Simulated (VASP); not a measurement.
Set up this calculation in VASP 6.6.1, as the native input.

| Property | Result |
| --- | --- |
| Task | electric field gradients |
| Functional | PBE |
| Potentials or basis | VASP PAW PBE potentials, release 64 (Ga_d) |
| Cutoff | 520 eV |
| k mesh | 12 × 12 × 10 |
| Occupations | fermi-dirac, width 0.08 eV |
| Spin | no spin polarisation |
| Dipole correction | no |
| Further INCAR settings | ALGO = Normal; EDIFF = 1e-08; NBANDS = 20 |

The structure of Ga lies in POSCAR:

```
Ga
1.0
    1.3890250000     -4.0432500000     -0.0392250000
    1.5109750000      4.0867500000      0.0827250000
    0.0475500000      0.0475500000      3.1700000000
Ga
2
Direct
    0.8670000000      0.1330000000      0.2500000000
    0.1330000000      0.8670000000      0.7500000000
```

This cell differs from its parent crystal: equal xy, yz and zx shear strains of +3 %.

One way to write it, as run:

INCAR

```
SYSTEM = Ga
PREC = Accurate
ENCUT = 520
EDIFF = 1E-8
ISMEAR = -1
SIGMA = 0.08
LREAL = .FALSE.
LASPH = .TRUE.
NELM = 60
ALGO = Normal
ISIF = 2
LWAVE = .FALSE.
LCHARG = .FALSE.
GGA = PE
LEFG = .TRUE.
NBANDS = 20
```

KPOINTS

```
regular mesh
0
G
  12 12 10
  0 0 0
```

Potentials or basis: VASP PAW PBE potentials, release 64 (Ga_d).

The run is started by

```bash
$ cat potpaw_PBE.64/Ga_d/POTCAR > POTCAR
$ mpirun -np 1 vasp_std > vasp.out
```

Results of the run:

```
Pressure                                : 1.9 GPa
Largest force                           : 0.196 eV/Å
Band gap on the k mesh                  : zero (bands 13 and 14 overlap by 9.28 eV)
Largest electric field gradient by atom : Ga -27.2 V/Å²
```

Caveat: the cell differs from its parent crystal (equal xy, yz and zx shear strains of +3 %); without QUAD_EFG the Cq values of the log hold for a quadrupole moment of 1 mb, not for the nuclei.

It took 4 min on 1 thread of Intel(R) Xeon(R) Platinum 8488C (Sapphire Rapids), with other jobs on the host, peak memory 0.51 GiB.
